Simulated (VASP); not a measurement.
A run of VASP 6.6.1:

The input INCAR:

```
SYSTEM = LiLaSe3
ALGO = Normal ; EDIFF = 1E-7
EDIFFG = -0.03 ; ENCUT = 600
GGA = CA ; IBRION = 2
ISIF = 3 ; ISMEAR = 1
LASPH = .TRUE. ; LCHARG = .FALSE.
LREAL = .FALSE. ; LWAVE = .FALSE.
NELM = 100 ; NSW = 80
PREC = Accurate ; SIGMA = 0.02
```

File KPOINTS:

```
k-points
0
G
  9 9 9
  0 0 0
```

The input POSCAR:

```
LiLaSe3
1.0
    4.6721857765      0.0000000000      0.0000000000
    0.0000000000      4.6721857765      0.0000000000
    0.0000000000      0.0000000000      4.6721857765
La Li Se
1 1 3
Direct
    0.0000000000      0.0000000000      0.0000000000
    0.5000000000      0.5000000000      0.5000000000
    0.5000000000      0.5000000000      0.0000000000
    0.0000000000      0.5000000000      0.5000000000
    0.5000000000      0.0000000000      0.5000000000
```

Potentials or basis: VASP PAW LDA potentials, release 64 (La, Li_sv, Se).

Run with:

```sh
$ cat potpaw_LDA.64/La/POTCAR potpaw_LDA.64/Li_sv/POTCAR potpaw_LDA.64/Se/POTCAR > POTCAR
$ mpirun -np 1 vasp_std > vasp.out
```

Hardware: 1 thread of AMD EPYC 7R13 Processor (Zen 3), on a shared host.

Task: How long does it take, and how much memory?

Result: It took 88 s on 1 thread of AMD EPYC 7R13 Processor (Zen 3), on a shared host, peak memory 0.25 GiB. Counts: scf iterations 14, k points 35, ion steps 1.
